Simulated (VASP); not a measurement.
# Ga4TeN3 (a cell with a defect) in VASP: notebook

Ga4TeN3 (a cell with a defect) is run at these levels: PBE0, PBEsol; tasks: single point.

Program: VASP 6.6.1. These are calculated values, not measurements. Logs are shortened: lines on timing, memory, paths and dates and some standing lists are left out, and cuts for length are marked.

**1. The cell of the first run**

The cell holds a defect, 16 atoms: a = 8.996 Å, b = 4.498 Å, c = 4.498 Å, α = 90.00°, β = 90.00°, γ = 90.00°.

**2. Single point, PBE0, collinear spin**

POSCAR

```
Ga4TeN3
1.0
    8.9962420000      0.0000000000      0.0000000000
    0.0000000000      4.4981210000      0.0000000000
    0.0000000000      0.0000000000      4.4981210000
Ga N Te
8 6 2
Direct
    0.9939800000      0.0127950000      0.9972250000
    0.5052510000      0.0346470000      0.9997130000
    0.2538470000      0.4908150000      0.0147490000
    0.7542860000      0.5071560000      0.9937230000
    0.2464330000      0.0233240000      0.4976360000
    0.7443650000      0.9757970000      0.5173960000
    0.0199530000      0.4905610000      0.4805980000
    0.4931010000      0.4918800000      0.4949410000
    0.1185680000      0.2614360000      0.2705960000
    0.8599000000      0.7576930000      0.2562710000
    0.3658970000      0.2430200000      0.7540260000
    0.8775490000      0.2514060000      0.7293750000
    0.1297080000      0.7417780000      0.7485850000
    0.6299080000      0.7512990000      0.7309600000
    0.6393370000      0.2689470000      0.2576690000
    0.3889800000      0.7618840000      0.2348480000
```

INCAR.step1

```
ALGO     = Normal         # electronic algorithm
EDIFF    = 1E-5           # SCF threshold, eV
ENCUT    = 520            # plane-wave cutoff, eV
GGA      = PE             # functional
ISIF     = 2              # what is computed and relaxed
ISMEAR   = -1             # smearing method
ISPIN    = 2              # spin polarisation
ISYM     = 0            
LASPH    = True           # aspherical terms in the spheres
LORBIT   = 11             # projections on sites
LREAL    = Auto         
LUSENCCL = False        
LWAVE    = True           # write WAVECAR
MAGMOM   = 0 0.125 0.125 0.125 0.125 0.125 0 0.125 0 0 0 0 0 0 0.125 0.125 # initial moments
NBANDS   = 91             # bands
NELECT   = 145.0        
NELM     = 150            # most SCF steps
PREC     = Accurate       # precision mode
SIGMA    = 0.05           # smearing width, eV
```

INCAR.step2

```
AEXX     = 0.25           # exact-exchange fraction
ALGO     = Normal         # electronic algorithm
EDIFF    = 1E-6           # SCF threshold, eV
ENCUT    = 520            # plane-wave cutoff, eV
GGA      = PE             # functional
ISIF     = 2              # what is computed and relaxed
ISMEAR   = -1             # smearing method
ISPIN    = 2              # spin polarisation
ISTART   = 1            
ISYM     = 0            
LASPH    = True           # aspherical terms in the spheres
LCHARG   = True           # write CHGCAR
LELF     = True           # ELF
LHFCALC  = True           # exact exchange
LORBIT   = 11             # projections on sites
LREAL    = Auto         
LUSENCCL = False        
LVHAR    = True         
LWAVE    = False          # write WAVECAR
MAGMOM   = 0 0.125 0.125 0.125 0.125 0.125 0 0.125 0 0 0 0 0 0 0.125 0.125 # initial moments
NBANDS   = 91             # bands
NELECT   = 145.0        
NELM     = 150            # most SCF steps
PREC     = Accurate       # precision mode
PRECFOCK = Fast         
SIGMA    = 0.05           # smearing width, eV
```

KPOINTS

```
Automatic mesh
0
Gamma
  1 1 1
  0.25 0.25 0.25
```

Potentials or basis: VASP PAW PBE potentials, release 64 (Ga_d, N, Te).

On the command line:

```
$ cat potpaw_PBE.64/Ga_d/POTCAR potpaw_PBE.64/N/POTCAR potpaw_PBE.64/Te/POTCAR > POTCAR
$ cp INCAR.step1 INCAR
$ mpirun -np 1 vasp_std > vasp.out
$ cp INCAR.step2 INCAR
$ mpirun -np 1 vasp_std > vasp.out
```

OUTCAR:

```text
AEXX = 0.25
   EDIFF = 1E-6
   ENCUT = 520
   GGA = PE
   ISIF = 2
   ISMEAR = -1
   ISPIN = 2
   ISTART = 1
   ISYM = 0
   LASPH = True
   LHFCALC = True
   LORBIT = 11
   LREAL = Auto
   NELECT = 145.0
   NELM = 150
   PREC = Accurate
   PRECFOCK = Fast

 ion  position               nearest neighbor table
   1  0.994  0.013  0.997-  12 1.92   9 2.00  10 2.03  13 2.06
   2  0.505  0.035  1.000-  11 1.92  16 1.93  15 1.98  14 2.08
   3  0.254  0.491  0.015-  11 1.91   9 1.97  16 1.99  13 1.99
   4  0.754  0.507  0.994-  10 1.89  15 1.90  14 1.96  12 1.99
   5  0.246  0.023  0.498-  11 1.86   9 1.87  13 2.00  16 2.10
   6  0.744  0.976  0.517-  14 1.73  10 1.85  12 1.97  15 2.00
   7  0.020  0.491  0.481-   9 1.66  13 1.92  12 2.01  10 2.13
   8  0.493  0.492  0.495-  16 1.93  15 1.97  11 1.98  14 2.00
   9  0.119  0.261  0.271-   7 1.66   5 1.87   3 1.97   1 2.00
  10  0.860  0.758  0.256-   6 1.85   4 1.89   1 2.03   7 2.13
  11  0.366  0.243  0.754-   5 1.86   3 1.91   2 1.92   8 1.98
  12  0.878  0.251  0.729-   1 1.92   6 1.97   4 1.99   7 2.01
  13  0.130  0.742  0.749-   7 1.92   3 1.99   5 2.00   1 2.06
  14  0.630  0.751  0.731-   6 1.73   4 1.96   8 2.00   2 2.08
  15  0.639  0.269  0.258-   4 1.90   8 1.97   2 1.98   6 2.00  16 3.16  16 3.21
  16  0.389  0.762  0.235-   2 1.93   8 1.93   3 1.99   5 2.10  15 3.16  15 3.21

IMPORTANT INFORMATION: All symmetrisations will be switched off!
NOSYMM: (Re-)initialisation of all symmetry stuff for point group C_1.

----------------------------------------------------------------------------------------

                                     Primitive cell

  volume of cell :     182.0218

  direct lattice vectors                    reciprocal lattice vectors
     8.996242000  0.000000000  0.000000000     0.111157526  0.000000000  0.000000000
     0.000000000  4.498121000  0.000000000     0.000000000  0.222315051  0.000000000
     0.000000000  0.000000000  4.498121000     0.000000000  0.000000000  0.222315051

  length of vectors
     8.996242000  4.498121000  4.498121000     0.111157526  0.222315051  0.222315051

  position of ions in fractional coordinates (direct lattice)
     0.993980000  0.012795000  0.997225000
     0.505251000  0.034647000  0.999713000
     0.253847000  0.490815000  0.014749000
     0.754286000  0.507156000  0.993723000
     0.246433000  0.023324000  0.497636000
     0.744365000  0.975797000  0.517396000
[... 8 lines left out ...]
     0.639337000  0.268947000  0.257669000
     0.388980000  0.761884000  0.234848000

  ion indices of the primitive-cell ions
   primitive index   ion index
                 1           1
                 2           2
                 3           3
                 4           4
                 5           5
                 6           6
[... 8 lines left out ...]
                15          15
                16          16

----------------------------------------------------------------------------------------

 KPOINTS: Automatic mesh

Automatic generation of k-mesh.
 Grid dimensions read from file:
 generate k-points for:    1    1    1

 Generating k-lattice:

  Cartesian coordinates                     Fractional coordinates (reciprocal lattice)
     0.111157526  0.000000000  0.000000000     1.000000000  0.000000000  0.000000000
     0.000000000  0.222315051  0.000000000     0.000000000  1.000000000  0.000000000
     0.000000000  0.000000000  0.222315051     0.000000000  0.000000000  1.000000000

  Length of vectors
     0.111157526  0.222315051  0.222315051

  Shift w.r.t. Gamma in fractional coordinates (k-lattice)
     0.250000000  0.250000000  0.250000000

 Subroutine IBZKPT returns following result:
 ===========================================

 Found      4 irreducible k-points:

 Following reciprocal coordinates:
            Coordinates               Weight
  0.250000  0.250000  0.250000      2.000000
  0.250000 -0.250000  0.250000      2.000000
  0.250000 -0.250000 -0.250000      2.000000
  0.250000  0.250000 -0.250000      2.000000
   k-points           NKPTS =      4   k-points in BZ     NKDIM =      8   number of bands    NBANDS=     91
   number of dos      NEDOS =    301   number of ions     NIONS =     16
   total plane-waves  NPLWV =  90720
   dimension x,y,z NGX =    70 NGY =   36 NGZ =   36
   dimension x,y,z NGXF=   140 NGYF=   72 NGZF=   72
   ions per type =               8   6   2
   NGX,Y,Z   is equivalent  to a cutoff of  12.94, 13.31, 13.31 a.u.
   NGXF,Y,Z  is equivalent  to a cutoff of  25.87, 26.61, 26.61 a.u.
 SYSTEM =  unknown system
   PREC   = accura    normal or accurate (medium, high low for compatibility)
   ISTART =      1    job   : 0-new  1-cont  2-samecut
   ICHARG =      0    charge: 1-file 2-atom 10-const
   ISPIN  =      2    spin polarized calculation?
   LNONCOLLINEAR =      F non collinear calculations
   LSORBIT =      F    spin-orbit coupling
   LASPH  =      T    aspherical Exc in radial PAW
   ENCUT  =  520.0 eV  38.22 Ry    6.18 a.u.  16.73  8.36  8.36*2*pi/ulx,y,z
   NELM   =    150;   NELMIN=  2; NELMDL=  0     # of ELM steps
   EDIFF  = 0.1E-05   stopping-criterion for ELM
   LREAL  =      T    real-space projection
   EDIFFG = 0.1E-04   stopping-criterion for IOM
   NSW    =      0    number of steps for IOM
   IBRION =     -1    ionic relax: 0-MD 1-quasi-New 2-CG
   NFREE  =      0    steps in history (QN), initial steepest desc. (CG)
   ISIF   =      2    stress and relaxation
   ISYM   =      0    0-nonsym 1-usesym 2-fastsym
   POTIM  = 0.5000    time-step for ionic-motion
   TEBEG  =    0.0;   TEEND  =   0.0 temperature during run
   PSTRESS=    0.0 pullay stress
   NELECT =     145.0000    total number of electrons
   NUPDOWN=      -1.0000    fix difference up-down
   EMIN   =  10.00;   EMAX   =-10.00  energy-range for DOS
   EFERMI =   0.00;   METHOD = LEGACY
   ISMEAR =    -1;   SIGMA  =   0.05  broadening in eV -4-tet -1-fermi 0-gaus
   EFERMI_NEDOS =   21; number of points for ismear=-14 and -15
   IALGO  =     38    algorithm
   IMIX   =      1    mixing-type and parameters
     AMIX     =   0.40;   BMIX     =  1.00
     AMIX_MAG =   1.60;   BMIX_MAG =  1.00
  volume/ion in A,a.u.               =      11.38        76.77
  Fermi-wavevector in a.u.,A,eV,Ry     =   1.517597  2.867842 31.335573  2.303100
  Thomas-Fermi vector in A             =   2.626831
   LORBIT       =     11    0 simple, 1 ext, 2 COOP (PROOUT), +10 PAW based schemes
   GGA     = PE    functional components
   LHFCALC =     T    Hartree Fock is set to
   PRECFOCK=fast      Normal, Fast or Accurate (Low or Medium for compatibility)
   ENCUT4O =  -1.0   cutoff for four orbital integrals eV
   NKREDX  =     1    reduce k-point grid by
   NKREDY  =     1    reduce k-point grid by
   NKREDZ  =     1    reduce k-point grid by
   AEXX    =    0.2500 exact exchange contribution
   HFSCREEN=    0.0000 screening length (either q_TF or 0.3 A-1)
   HFSCREENC=   0.0000 screening length for correlation (either q_TF or 0.3 A-1)
   ENCUTFOCK=  -1.0 apply spherical cutoff to Coloumb kernel
   IVDW    =     0    specifies the selected vdW correction
   LEPSILON=     F    determine dielectric tensor
   LRPA    =     F    only Hartree local field effects (RPA)
 spin polarized calculation
  energy-cutoff  :      520.00
  volume of cell :      182.02
 maximum number of plane-waves:      4902
 NGX is ok and might be reduce to    70
  NGX = 36; NGY = 18; NGZ = 18

 number of electron     145.0000002 magnetization       0.9998970

 Free energy of the ion-electron system (eV)
  ---------------------------------------------------
  ext. energy  EPLUGINS =         0.00000000
  ---------------------------------------------------
  free energy    TOTEN  =       -83.85461061 eV

  energy without entropy =      -83.85461059  energy(sigma->0) =      -83.85461060

 E-fermi :  11.2790     XC(G=0):  -9.6086

 val. band max:       10.3694776856   @ k =   0.2500   0.2500  -0.2500
 cond. band min:      12.1976505356   @ k =   0.2500   0.2500   0.2500
 fundamental gap:      1.8281728500
 Fermi energy:        11.2789634324

 spin component 1

 k-point     1 :       0.2500    0.2500    0.2500
  band No.  band energies     occupation
      1     -12.1084      1.00000
      2     -12.0094      1.00000
      3     -11.2879      1.00000
      4     -11.1777      1.00000
      5     -11.0683      1.00000
      6     -10.8881      1.00000
[... 337 lines left out ...]
     83      16.4031      0.00000
     84      16.6968      0.00000
 Fermi energy:        11.2789634324

 spin component 2

 k-point     1 :       0.2500    0.2500    0.2500
  band No.  band energies     occupation
      1     -12.0473      1.00000
      2     -11.9731      1.00000
      3     -11.2317      1.00000
      4     -11.1486      1.00000
      5     -11.0215      1.00000
      6     -10.8246      1.00000
[... 337 lines left out ...]
     83      16.5146      0.00000
     84      16.8540      0.00000
 [bands above 84 left out]

------------------------ aborting loop because EDIFF is reached ----------------------------------------

  FORCE on cell =-STRESS in cart. coord.  units (eV):
  Direction    XX          YY          ZZ          XY          YZ          ZX
  --------------------------------------------------------------------------------------
  -------------------------------------------------------------------------------------
  Total       87.0127502    101.1621784     93.4673400      6.2593908    -14.0452780     -6.9251528
  in kB      765.8964926    890.4414291    822.7105538     55.0958967   -123.6281943    -60.9560117
  external PRESSURE =     826.3494918 kB  Pullay stress =       0.0000000 kB

 VOLUME and BASIS-vectors are now :
 -----------------------------------------------------------------------------
  energy-cutoff  :      520.00
  volume of cell :      182.02
      direct lattice vectors                 reciprocal lattice vectors
     8.996242000  0.000000000  0.000000000     0.111157526  0.000000000  0.000000000
     0.000000000  4.498121000  0.000000000     0.000000000  0.222315051  0.000000000
     0.000000000  0.000000000  4.498121000     0.000000000  0.000000000  0.222315051

 POSITION                                       TOTAL-FORCE (eV/Angst)
 -----------------------------------------------------------------------------------
      8.94208      0.05755      4.48564         0.066900     -1.179982      0.100178
      4.54536      0.15585      4.49683         0.649436      2.258095    -19.457840
      2.28367      2.20775      0.06634       -10.322096     -8.666365     -8.028387
      6.78574      2.28125      4.46989        12.043517     11.632573    -13.214386
      2.21697      0.10491      2.23843        -6.455045      3.709451      5.701680
      6.69649      4.38925      2.32731         9.765404     -6.778800      6.529861
[... 8 lines left out ...]
      5.75163      1.20976      1.15903         2.735970     -2.472286      4.213225
      3.49936      3.42705      1.05637        -6.275312      3.757385      1.427066
 -----------------------------------------------------------------------------------
    total drift:                                0.001535      0.005013     -0.004412

  FREE ENERGIE OF THE ION-ELECTRON SYSTEM (eV)
  ---------------------------------------------------
  free  energy   TOTEN  =       -83.8546106121 eV

  energy  without entropy=      -83.8546105937  energy(sigma->0) =      -83.85461060

 total charge

# of ion       s       p       d       tot
------------------------------------------
    1        0.739   0.803  10.155  11.697
    2        0.987   1.506  10.298  12.791
    3        0.859   1.155  10.247  12.262
    4        0.888   1.241  10.269  12.398
    5        0.836   1.123  10.255  12.213
    6        0.886   1.303  10.341  12.530
[... 8 lines left out ...]
   15        1.428   3.171   0.265   4.864
   16        1.414   3.130   0.267   4.811
--------------------------------------------------
tot         17.193  31.189  82.676 131.058

 magnetization (x)

# of ion       s       p       d       tot
------------------------------------------
    1        0.002   0.001   0.002   0.004
    2        0.017   0.058   0.034   0.109
    3        0.002   0.019   0.020   0.041
    4        0.003   0.013   0.011   0.026
    5        0.003   0.014   0.016   0.033
    6        0.001   0.003   0.009   0.013
[... 8 lines left out ...]
   15       -0.002  -0.004   0.052   0.046
   16       -0.000  -0.003   0.075   0.072
--------------------------------------------------
tot          0.092   0.221   0.260   0.574
```

Run time: 26 min. Hardware: 1 × NVIDIA H100 80GB with 1 thread of AMD EPYC 7R13 (Zen 3), shared host; peak memory 1.4 GiB.

What came out:

| Quantity | Value |
| --- | --- |
| Free energy | -83.8546 eV |
| Largest force | 21.330 eV/Å |
| Net moment | 1.00 μB per cell |
| Site moments | Ga +0.00, +0.11, +0.04, +0.03, +0.01; N +0.00, +0.01, +0.03, +0.02, +0.04; Te +0.05, +0.07 μB |
| Valence electrons inside the program's atomic spheres | Ga 11.70, 12.79, 12.26, 12.40, 12.21, 12.53, 12.06; N 3.86, 3.75, 3.79, 3.73, 3.71, 3.80; Te 4.86, 4.81 |

Forces on the atoms (eV/Å):
```
Ga    0.067  -1.180   0.100
Ga    0.649   2.258 -19.458
Ga  -10.322  -8.666  -8.028
Ga   12.044  11.633 -13.214
Ga   -6.455   3.709   5.702
Ga    9.765  -6.779   6.530
Ga   -5.632   4.574   4.094
Ga   -1.517  -3.179  20.235
N     3.212  -3.661  -5.027
N     3.435  -0.360  -1.099
N     1.455   1.013  -0.063
N    -0.056   0.332   0.940
N    -0.244   0.850   0.573
N    -2.862  -1.829   3.076
Te    2.736  -2.472   4.213
Te   -6.275   3.757   1.427
```

Caveat: the k points lie up to 1.40 Å⁻¹ apart; the cell carries a net charge on a neutralising background, which shifts energy and pressure; the cell is charged against a uniform background, so pressure and absolute levels hang on convention; the PAW data sets were made with another functional, which shifts forces and pressure a little; spin-orbit coupling is left out, which moves the levels of the heavy elements.

**3. Single point, PBEsol, collinear spin**

INCAR

```
  PREC = Accurate
  ENCUT = 520
  EDIFF = 1E-6
  ISMEAR = -1
  SIGMA = 0.05
  LREAL = Auto
  LASPH = T
  NELM = 150
  ALGO = Normal
  ISIF = 2
  LWAVE = F
  LCHARG = F
  ISPIN = 2
  MAGMOM = 0 0.125 0.125 0.125 0.125 0.125 0 0.125 0 0 0 0 0 0 0.125 0.125
  LORBIT = 11
  GGA = PS
  NELECT = 145.0
  ISYM = 0
  NBANDS = 91
```

KPOINTS is that of step 2.

POSCAR is that of step 2.

Potentials or basis: VASP PAW PBE potentials, release 64 (Ga_d, N, Te).

On the command line:

```
$ cat potpaw_PBE.64/Ga_d/POTCAR potpaw_PBE.64/N/POTCAR potpaw_PBE.64/Te/POTCAR > POTCAR
$ mpirun -np 1 vasp_std > vasp.out
```

It took 4.1 min on 1 thread of Intel Xeon Platinum 8488C (Sapphire Rapids), shared host; peak memory 0.39 GiB.

The run converged. Its results:

```yaml
Free_energy: -67.0187 eV
Largest_force: 20.696 eV/Å
Net_moment: 0.96 μB per cell
Site_moments: Ga +0.01, +0.10, +0.04, +0.03, +0.02; N +0.01, +0.03, +0.02, +0.04; Te +0.05, +0.07 μB
Valence_electrons_inside_the_program's_atomic_spheres: Ga 11.73, 12.79, 12.28, 12.41, 12.23, 12.54, 12.09; N 3.82, 3.71, 3.75, 3.69, 3.67, 3.76; Te 4.64, 4.58
```

Forces in eV/Å, atoms in the order of the input:
```
Ga    0.097  -1.131   0.134
Ga    0.726   2.224 -18.997
Ga  -10.012  -8.394  -7.765
Ga   11.644  11.295 -12.851
Ga   -6.238   3.562   5.483
Ga    9.368  -6.572   6.359
Ga   -5.396   4.465   3.909
Ga   -1.441  -3.080  19.773
N     3.076  -3.571  -4.834
N     3.267  -0.350  -0.987
N     1.293   0.947  -0.050
N    -0.016   0.344   0.794
N    -0.241   0.793   0.551
N    -2.721  -1.810   2.936
Te    2.729  -2.399   4.177
Te   -6.137   3.677   1.366
```

Levels at points of the mesh, in eV from the Fermi level:
Spin up:
```
           k point  band 69  band 70  band 71  band 72  band 73  band 74  band 75  band 76  band 77  band 78
(0.25, 0.25, 0.25)    -3.62    -3.47    -3.31    -2.70    -0.21     0.67     1.03     1.34     1.59     2.39
```
Spin down:
```csv
k point,band 69,band 70,band 71,band 72,band 73,band 74,band 75,band 76
"(0.25, 0.25, 0.25)",-3.58,-3.42,-3.26,-2.66,0.19,0.77,1.10,1.44
```

Caveat: the k points lie up to 1.40 Å⁻¹ apart; the cell carries a net charge on a neutralising background, which shifts energy and pressure; the cell is charged against a uniform background, so pressure and absolute levels hang on convention; the PAW data sets were made with another functional, which shifts forces and pressure a little; spin-orbit coupling is left out, which moves the levels of the heavy elements.
